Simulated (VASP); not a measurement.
Set up this calculation in VASP 6.6.1, as the native input.

```yaml
Task: relaxation of cell and atoms
Functional: r2SCAN
Potentials_or_basis: VASP PAW PBE potentials, release 64 (Bi_d)
Cutoff: 600 eV
k_mesh: 6 × 6 × 6
Occupations: gaussian, width 0.1 eV
Spin: no spin polarisation
Dipole_correction: no
Further_INCAR_settings: ALGO = Normal; EDIFF = 1e-06; IBRION = 2; EDIFFG = -0.04; NSW = 90; ISIF = 3
```

Crystal: Bi.

```
Bi
1.0
     2.23545    1.29063    4.14536
    -2.23545    1.29063    4.14536
     0.00000   -2.58127    4.14536
Bi
2
Direct
  0.22754 0.22754 0.22754
  0.77246 0.77246 0.77246
```

These files were run (other wordings do the same):

POSCAR

```
Bi
1.0
    2.2354450467      1.2906347995      4.1453648247
   -2.2354450467      1.2906347995      4.1453648247
    0.0000000000     -2.5812695989      4.1453648247
Bi
2
Direct
    0.2275400000      0.2275400000      0.2275400000
    0.7724600000      0.7724600000      0.7724600000
```

INCAR.step1

```
  PREC = Accurate
  ENCUT = 600
  ISMEAR = 0
  SIGMA = 0.1
  LREAL = False
  LASPH = True
  NELM = 60
  GGA = PE
  ALGO = Normal
  EDIFF = 1E-4
  LWAVE = True
  LCHARG = False
```

INCAR.step2

```
  PREC = Accurate
  ENCUT = 600
  EDIFF = 1E-6
  ISMEAR = 0
  SIGMA = 0.1
  LREAL = False
  LASPH = True
  NELM = 60
  ALGO = Normal
  ISIF = 3
  LWAVE = False
  LCHARG = False
  METAGGA = R2SCAN
  LMIXTAU = True
  IBRION = 2
  NSW = 90
  EDIFFG = -0.04
  ISTART = 1
```

KPOINTS

```
regular mesh
0
Gamma
  6 6 6
```

Potentials or basis: VASP PAW PBE potentials, release 64 (Bi_d).

Run with:

```console
$ cat potpaw_PBE.64/Bi_d/POTCAR > POTCAR
$ cp INCAR.step1 INCAR
$ mpirun -np 1 vasp_std > vasp.out
$ cp INCAR.step2 INCAR
$ mpirun -np 1 vasp_std > vasp.out
```

Results of the run:

```json
{
 "Relaxed volume": "36.82 Å³/atom",
 "Relaxed cell": "a = 4.891 Å, b = 4.891 Å, c = 4.891 Å, α = 55.27°, β = 55.27°, γ = 55.27°",
 "Space group after relaxing (to 0.1 Å)": "R-3m (No. 166)",
 "Energy gained by relaxing": "21.2 meV/atom",
 "Ionic steps": "10",
 "Pressure after relaxing": "-0.1 GPa",
 "Largest force after relaxing": "0.020 eV/Å"
}
```

Caveat: the PAW data sets were made with another functional, which shifts forces and pressure a little.

It took 39 min on 1 thread of Intel Xeon 8259CL (shared host), peak memory 0.29 GiB.
